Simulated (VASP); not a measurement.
# Al8H in VASP: further runs, part 2 of 2

VASP 6.6.1.

**4. Single point, PBE**

INCAR reads:

```
PREC = Accurate
ENCUT = 520
EDIFF = 1E-6
ISMEAR = 0
SIGMA = 0.1
LREAL = Auto
LASPH = T
NELM = 60
ALGO = Normal
ISIF = 2
LWAVE = F
LCHARG = F
LDIPOL = T
IDIPOL = 3
DIPOL = 0.5 0.5 0.289
GGA = PE
NBANDS = 40
```

KPOINTS reads:

```
regular mesh
0
Gamma
  5 4 1
```

POSCAR reads:

```
Al8H
1.0
    5.7135165837      0.0000000000      0.0000000000
    0.0000000000      8.0801326415      0.0000000000
    0.0000000000      0.0000000000     22.2432786975
Al H
16 2
Direct
    0.2500000000      0.2500000000      0.1798296040
    0.2500000000      0.7500000000      0.1798296040
    0.7500000000      0.2500000000      0.1798296040
    0.7500000000      0.7500000000      0.1798296040
    0.0000000000      0.0000000000      0.2440458181
    0.0000000000      0.5000000000      0.2440458181
    0.5000000000      0.0000000000      0.2440458181
    0.5000000000      0.5000000000      0.2440458181
    0.2500000000      0.2500000000      0.3102598702
    0.2500000000      0.7500000000      0.3102598702
    0.7500000000      0.2500000000      0.3102598702
    0.7500000000      0.7500000000      0.3102598702
    0.0000000000      0.0000000000      0.3705963860
    0.0000000000      0.5000000000      0.3705963860
    0.5000000000      0.0000000000      0.3705963860
    0.5000000000      0.5000000000      0.3705963860
    0.7500000000     -0.1144164386      0.3908272164
    0.7500000000      0.1144164386      0.3908272164
```

Potentials or basis: VASP PAW PBE potentials, release 64 (Al, H).

Run with:

```
$ cat potpaw_PBE.64/Al/POTCAR potpaw_PBE.64/H/POTCAR > POTCAR
$ mpirun -np 1 vasp_std > vasp.out
```

OUTCAR:

```text
PREC = Accurate
   ENCUT = 520
   EDIFF = 1E-6
   ISMEAR = 0
   LREAL = Auto
   LASPH = T
   NELM = 60
   ISIF = 2
   GGA = PE

 ion  position               nearest neighbor table
   1  0.250  0.250  0.180-   3 2.86   3 2.86   6 2.86   7 2.86   8 2.86   5 2.86   9 2.90
   2  0.250  0.750  0.180-   4 2.86   4 2.86   6 2.86   7 2.86   8 2.86   5 2.86  10 2.90
   3  0.750  0.250  0.180-   1 2.86   1 2.86   6 2.86   7 2.86   8 2.86   5 2.86  11 2.90
   4  0.750  0.750  0.180-   2 2.86   2 2.86   6 2.86   7 2.86   8 2.86   5 2.86  12 2.90
   5  0.000  0.000  0.244-  13 2.81   7 2.86   7 2.86   4 2.86   1 2.86   2 2.86   3 2.86  11 2.88
                            12 2.88   9 2.88  10 2.88
   6  0.000  0.500  0.244-  14 2.81   8 2.86   8 2.86   4 2.86   1 2.86   2 2.86   3 2.86  11 2.88
                            12 2.88   9 2.88  10 2.88
   7  0.500  0.000  0.244-  15 2.81   5 2.86   5 2.86   4 2.86   1 2.86   2 2.86   3 2.86  11 2.88
                            12 2.88   9 2.88  10 2.88
   8  0.500  0.500  0.244-  16 2.81   6 2.86   6 2.86   4 2.86   1 2.86   2 2.86   3 2.86  11 2.88
                            12 2.88   9 2.88  10 2.88
   9  0.250  0.250  0.310-  13 2.81  14 2.81  15 2.81  16 2.81  11 2.86  11 2.86   7 2.88   8 2.88
[... 589 lines left out ...]
 [bands above 37 left out]

------------------------ aborting loop because EDIFF is reached ----------------------------------------

 vacuum level on the upper side and lower side of the slab       (xc-potential included)        -0.123        -0.001

  FORCE on cell =-STRESS in cart. coord.  units (eV):
  Direction    XX          YY          ZZ          XY          YZ          ZX
  --------------------------------------------------------------------------------------
  -------------------------------------------------------------------------------------
  Total       -9.1857658     -0.0346084     -1.6095901      0.0000000      0.0000000      0.0000000
  in kB      -14.3319461     -0.0539972     -2.5113375      0.0000000      0.0000000      0.0000000
  external PRESSURE =      -5.6324269 kB  Pullay stress =       0.0000000 kB

 VOLUME and BASIS-vectors are now :
 -----------------------------------------------------------------------------
  energy-cutoff  :      520.00
  volume of cell :     1026.88
      direct lattice vectors                 reciprocal lattice vectors
     5.713516584  0.000000000  0.000000000     0.175023558  0.000000000  0.000000000
     0.000000000  8.080132642  0.000000000     0.000000000  0.123760345  0.000000000
     0.000000000  0.000000000 22.243278697     0.000000000  0.000000000  0.044957401

 POSITION                                       TOTAL-FORCE (eV/Angst)
 -----------------------------------------------------------------------------------
      1.42838      2.02003      4.00000         0.000000     -0.029061      0.277765
      1.42838      6.06010      4.00000         0.000000      0.029061      0.277765
      4.28514      2.02003      4.00000        -0.000000     -0.009786      0.223296
      4.28514      6.06010      4.00000        -0.000000      0.009786      0.223296
      0.00000      0.00000      5.42838         0.095393      0.000000     -0.110416
      0.00000      4.04007      5.42838        -0.017557      0.000000     -0.317027
[... 10 lines left out ...]
      4.28514      7.15563      8.69328         0.000000     -1.114813      0.111711
      4.28514      0.92450      8.69328         0.000000      1.114813      0.111711
 -----------------------------------------------------------------------------------
    total drift:                               -0.000000     -0.000000     -0.013288

  FREE ENERGIE OF THE ION-ELECTRON SYSTEM (eV)
  ---------------------------------------------------
  free  energy   TOTEN  =       -60.5839132594 eV

  energy  without entropy=      -60.5455426519  energy(sigma->0) =      -60.56472796

 vacuum level on the upper side and lower side of the slab         3.083         3.211
```

stdout:

```text
POSCAR found type information on POSCAR AlH
 POSCAR found :  2 types and      18 ions
 scaLAPACK will be used
 LDA part: xc-table for (Slater+PW92), standard interpolation
 POSCAR, INCAR and KPOINTS ok, starting setup
 FFT: planning ... GRIDC
 FFT: planning ... GRID_SOFT
 FFT: planning ... GRID
 WAVECAR not read
 entering main loop
```

Run time: 7.3 min. Hardware: 1 thread of AMD EPYC 9R45 (Zen 5), shared host; peak memory 0.87 GiB.

What came out:

* Free energy: -60.5839 eV
* Largest force: 1.120 eV/Å
* Band gap on the k mesh: zero (bands 25 and 26 overlap by 0.47 eV)

Forces in eV/Å, atoms in the order of the input:
```
Al   0.000 -0.029  0.278
Al   0.000  0.029  0.278
Al   0.000 -0.010  0.223
Al   0.000  0.010  0.223
Al   0.095  0.000 -0.110
Al  -0.018  0.000 -0.317
Al  -0.095  0.000 -0.110
Al   0.018  0.000 -0.317
Al   0.000  0.010 -0.046
Al   0.000 -0.010 -0.046
Al   0.000  0.136 -0.021
Al   0.000 -0.136 -0.021
Al   1.041  0.000 -0.099
Al  -0.080  0.000 -0.020
Al  -1.041  0.000 -0.099
Al   0.080  0.000 -0.020
H    0.000 -1.115  0.112
H    0.000  1.115  0.112
```

**5. Single point, PBE**

INCAR reads:

```
PREC     = Accurate       # precision mode
ENCUT    = 520            # plane-wave cutoff, eV
EDIFF    = 1E-6           # SCF threshold, eV
ISMEAR   = 0              # smearing method
SIGMA    = 0.1            # smearing width, eV
LREAL    = Auto         
LASPH    = T              # aspherical terms in the spheres
NELM     = 80             # most SCF steps
ALGO     = Normal         # electronic algorithm
ISIF     = 2              # what is computed and relaxed
LWAVE    = F              # write WAVECAR
LCHARG   = F              # write CHGCAR
LDIPOL   = T            
IDIPOL   = 3            
DIPOL    = 0.5 0.5 0.292
GGA      = PE             # functional
NBANDS   = 40             # bands
```

KPOINTS reads:

```
Automatic mesh
0
Gamma
  5 4 1
```

Edit POSCAR of step 4 so:

```diff
@@ -24,3 +24,3 @@
     0.5000000000      0.5000000000      0.3705963860
-    0.7500000000     -0.1144164386      0.3908272164
-    0.7500000000      0.1144164386      0.3908272164
+    0.7500000000     -0.1144164386      0.4195999531
+    0.7500000000      0.1144164386      0.4195999531
```

Run with:

```
$ cat potpaw_PBE.64/Al/POTCAR potpaw_PBE.64/H/POTCAR > POTCAR
$ mpirun -np 1 vasp_std > vasp.out
```

Run time: 7 min. Hardware: 1 thread of AMD EPYC 9R45 (Zen 5), shared host; peak memory 0.87 GiB.

Results (log left out):

```
Free energy            : -59.9740 eV
Largest force          : 1.100 eV/Å
Band gap on the k mesh : zero (bands 25 and 26 overlap by 0.42 eV)
```

Forces on the atoms (eV/Å):
```
Al   0.000  0.003  0.281
Al   0.000 -0.003  0.281
Al   0.000 -0.022  0.203
Al   0.000  0.022  0.203
Al   0.188  0.000 -0.187
Al   0.036  0.000 -0.290
Al  -0.188  0.000 -0.187
Al  -0.036  0.000 -0.290
Al   0.000  0.009 -0.032
Al   0.000 -0.009 -0.032
Al   0.000  0.095  0.058
Al   0.000 -0.095  0.058
Al  -0.359  0.000  0.989
Al  -0.098  0.000  0.009
Al   0.359  0.000  0.989
Al   0.098  0.000  0.009
H    0.000 -0.382 -1.032
H    0.000  0.382 -1.032
```

Levels at points of the mesh, in eV from the Fermi level:
| k point | band 23 | band 24 | band 25 | band 26 | band 27 | band 28 |
| --- | --- | --- | --- | --- | --- | --- |
| (0.00, 0.00, 0.00) | -0.78 | -0.61 | -0.39 | -0.31 | -0.18 | 0.48 |
| (0.00, 0.50, 0.00) | -0.94 | -0.86 | -0.48 | -0.19 | 0.10 | 0.25 |

**6. Single point, PBE**

INCAR reads:

```
ALGO     = Normal         # electronic algorithm
DIPOL    = 0.5 0.5 0.295
EDIFF    = 1E-7           # SCF threshold, eV
ENCUT    = 520            # plane-wave cutoff, eV
GGA      = PE             # functional
IDIPOL   = 3            
ISIF     = 2              # what is computed and relaxed
ISMEAR   = 0              # smearing method
LASPH    = True           # aspherical terms in the spheres
LCHARG   = False          # write CHGCAR
LDIPOL   = True         
LREAL    = Auto         
LWAVE    = False          # write WAVECAR
NBANDS   = 40             # bands
NELM     = 100            # most SCF steps
PREC     = Accurate       # precision mode
SIGMA    = 0.1            # smearing width, eV
```

KPOINTS reads:

```
k-points
0
Gamma
  5 4 1
```

Edit POSCAR of step 5 so:

```diff
@@ -24,3 +24,3 @@
     0.5000000000      0.5000000000      0.3705963860
-    0.7500000000     -0.1144164386      0.4195999531
-    0.7500000000      0.1144164386      0.4195999531
+    0.7500000000     -0.1144164386      0.4483726897
+    0.7500000000      0.1144164386      0.4483726897
```

Potentials or basis: VASP PAW PBE potentials, release 64 (Al, H).

Run with:

```
$ cat potpaw_PBE.64/Al/POTCAR potpaw_PBE.64/H/POTCAR > POTCAR
$ mpirun -np 1 vasp_std > vasp.out
```

OUTCAR:

```text
EDIFF = 1E-7
   ENCUT = 520
   GGA = PE
   ISIF = 2
   ISMEAR = 0
   LASPH = True
   LREAL = Auto
   NELM = 100
   PREC = Accurate

 ion  position               nearest neighbor table
   1  0.250  0.250  0.180-   3 2.86   3 2.86   6 2.86   7 2.86   8 2.86   5 2.86   9 2.90
   2  0.250  0.750  0.180-   4 2.86   4 2.86   6 2.86   7 2.86   8 2.86   5 2.86  10 2.90
   3  0.750  0.250  0.180-   1 2.86   1 2.86   6 2.86   7 2.86   8 2.86   5 2.86  11 2.90
   4  0.750  0.750  0.180-   2 2.86   2 2.86   6 2.86   7 2.86   8 2.86   5 2.86  12 2.90
   5  0.000  0.000  0.244-  13 2.81   7 2.86   7 2.86   4 2.86   1 2.86   2 2.86   3 2.86  11 2.88
                            12 2.88   9 2.88  10 2.88
   6  0.000  0.500  0.244-  14 2.81   8 2.86   8 2.86   4 2.86   1 2.86   2 2.86   3 2.86  11 2.88
                            12 2.88   9 2.88  10 2.88
   7  0.500  0.000  0.244-  15 2.81   5 2.86   5 2.86   4 2.86   1 2.86   2 2.86   3 2.86  11 2.88
                            12 2.88   9 2.88  10 2.88
   8  0.500  0.500  0.244-  16 2.81   6 2.86   6 2.86   4 2.86   1 2.86   2 2.86   3 2.86  11 2.88
                            12 2.88   9 2.88  10 2.88
   9  0.250  0.250  0.310-  13 2.81  14 2.81  15 2.81  16 2.81  11 2.86  11 2.86   7 2.88   8 2.88
                             5 2.88   6 2.88   1 2.90
  10  0.250  0.750  0.310-  13 2.81  14 2.81  15 2.81  16 2.81  12 2.86  12 2.86   7 2.88   8 2.88
                             5 2.88   6 2.88   2 2.90
  11  0.750  0.250  0.310-  13 2.81  14 2.81  15 2.81  16 2.81   9 2.86   9 2.86   7 2.88   8 2.88
                             5 2.88   6 2.88   3 2.90
  12  0.750  0.750  0.310-  13 2.81  14 2.81  15 2.81  16 2.81  10 2.86  10 2.86   7 2.88   8 2.88
                             5 2.88   6 2.88   4 2.90
  13  0.000  0.000  0.371-   9 2.81  10 2.81  11 2.81  12 2.81   5 2.81  15 2.86  15 2.86
  14  0.000  0.500  0.371-   9 2.81  10 2.81  11 2.81  12 2.81   6 2.81  16 2.86  16 2.86
  15  0.500  0.000  0.371-   9 2.81  10 2.81  11 2.81  12 2.81   7 2.81  13 2.86  13 2.86
  16  0.500  0.500  0.371-   9 2.81  10 2.81  11 2.81  12 2.81   8 2.81  14 2.86  14 2.86
  17  0.750  0.886  0.448-
  18  0.750  0.114  0.448-

  LATTYP: Found a simple orthorhombic cell.
 ALAT       =     5.7135165837
 B/A-ratio  =     1.4142135624
 C/A-ratio  =     3.8930977747

  Lattice vectors:

 A1 = (   5.7135165837,   0.0000000000,   0.0000000000)
 A2 = (   0.0000000000,   8.0801326415,   0.0000000000)
[... 186 lines left out ...]
 number of electron      49.9999999 magnetization

 dipolmoment           0.000000      0.000000      0.182739 electrons x Angstroem

 Free energy of the ion-electron system (eV)
  ---------------------------------------------------
  ext. energy  EPLUGINS =         0.00000000
  ---------------------------------------------------
  free energy    TOTEN  =       -58.40671273 eV

  energy without entropy =      -58.34743355  energy(sigma->0) =      -58.37707314

 E-fermi :  -1.1386     XC(G=0):  -3.6617

 val. band max:       -1.1499434801   @ k =   0.2000   0.2500   0.0000
 cond. band min:      -1.1284057659   @ k =   0.0000   0.2500   0.0000
 fundamental gap:      0.0215377142
 Fermi energy:        -1.1386346820

 k-point     1 :       0.0000    0.0000    0.0000
  band No.  band energies     occupation
      1     -11.3663      2.00000
      2      -9.2077      2.00000
      3      -9.1046      2.00000
      4      -8.9645      2.00000
      5      -6.9601      2.00000
      6      -6.9482      2.00000
[... 349 lines left out ...]
     36       1.5397      0.00000
     37       1.9062      0.00000
 [bands above 37 left out]

------------------------ aborting loop because EDIFF is reached ----------------------------------------

 vacuum level on the upper side and lower side of the slab       (xc-potential included)         0.329        -0.368

  FORCE on cell =-STRESS in cart. coord.  units (eV):
  Direction    XX          YY          ZZ          XY          YZ          ZX
  --------------------------------------------------------------------------------------
  -------------------------------------------------------------------------------------
  Total      -13.6444045     -4.1417463     -4.8672478      0.0000000      0.0000000      0.0000000
  in kB      -21.2884666     -6.4620943     -7.5940465      0.0000000      0.0000000      0.0000000
  external PRESSURE =     -11.7815358 kB  Pullay stress =       0.0000000 kB

 VOLUME and BASIS-vectors are now :
 -----------------------------------------------------------------------------
  energy-cutoff  :      520.00
  volume of cell :     1026.88
      direct lattice vectors                 reciprocal lattice vectors
     5.713516584  0.000000000  0.000000000     0.175023558  0.000000000  0.000000000
     0.000000000  8.080132642  0.000000000     0.000000000  0.123760345  0.000000000
     0.000000000  0.000000000 22.243278697     0.000000000  0.000000000  0.044957401

 POSITION                                       TOTAL-FORCE (eV/Angst)
 -----------------------------------------------------------------------------------
      1.42838      2.02003      4.00000         0.000000      0.076050      0.239843
      1.42838      6.06010      4.00000         0.000000     -0.076050      0.239843
      4.28514      2.02003      4.00000         0.000000     -0.056424      0.206667
      4.28514      6.06010      4.00000         0.000000      0.056424      0.206667
      0.00000      0.00000      5.42838         0.286319      0.000000     -0.300917
      0.00000      4.04007      5.42838         0.144764      0.000000     -0.250935
[... 10 lines left out ...]
      4.28514      7.15563      9.97328         0.000000      0.382929     -1.143102
      4.28514      0.92450      9.97328         0.000000     -0.382929     -1.143102
 -----------------------------------------------------------------------------------
    total drift:                               -0.000000     -0.000000     -0.012908

  FREE ENERGIE OF THE ION-ELECTRON SYSTEM (eV)
  ---------------------------------------------------
  free  energy   TOTEN  =       -58.4067127280 eV

  energy  without entropy=      -58.3474335520  energy(sigma->0) =      -58.37707314

 vacuum level on the upper side and lower side of the slab         3.644         2.928
```

Run time: 8.4 min. Hardware: 1 thread of AMD EPYC 9R45 (Zen 5), shared host; peak memory 0.87 GiB.

Results:

| Item | Value |
| --- | --- |
| Free energy | -58.4067 eV |
| Largest force | 1.206 eV/Å |
| Band gap on the k mesh | zero (bands 25 and 26 overlap by 0.35 eV) |

Forces on the atoms (eV/Å):
```
Al   0.000  0.076  0.240
Al   0.000 -0.076  0.240
Al   0.000 -0.056  0.207
Al   0.000  0.056  0.207
Al   0.286  0.000 -0.301
Al   0.145  0.000 -0.251
Al  -0.286  0.000 -0.301
Al  -0.145  0.000 -0.251
Al   0.000 -0.008 -0.092
Al   0.000  0.008 -0.092
Al   0.000 -0.032  0.163
Al   0.000  0.032  0.163
Al  -0.317  0.000  1.117
Al  -0.072  0.000  0.059
Al   0.317  0.000  1.117
Al   0.072  0.000  0.059
H    0.000  0.383 -1.143
H    0.000 -0.383 -1.143
```

Levels at points of the mesh, in eV from the Fermi level:
```tsv
k point	band 23	band 24	band 25	band 26	band 27	band 28
(0.00, 0.00, 0.00)	-0.74	-0.69	-0.42	-0.18	-0.11	0.14
(0.00, 0.50, 0.00)	-0.90	-0.86	-0.24	-0.21	0.23	0.26
```

**7. Summary**

| cell | gap on the mesh (eV) | largest force (eV/Å) |
| --- | --- | --- |
| as given, atomic positions A | none | 0.95 |
| as given, atomic positions B | none | 2.59 |
| as given, atomic positions C | none | 1.12 |
| as given, atomic positions D | none | 1.10 |
| as given, atomic positions E | none | 1.21 |

Alike in all rows: task single point; level PBE; potentials or basis VASP PAW PBE potentials, release 64 (Al, H); no spin polarisation; k mesh 5 × 4 × 1; cutoff (eV) 520; smearing gaussian 0.1 eV.

Absolute energies hang on the potentials; compare differences alone.

The gap in the log of VASP goes by the Fermi energy; the results here count the filled bands.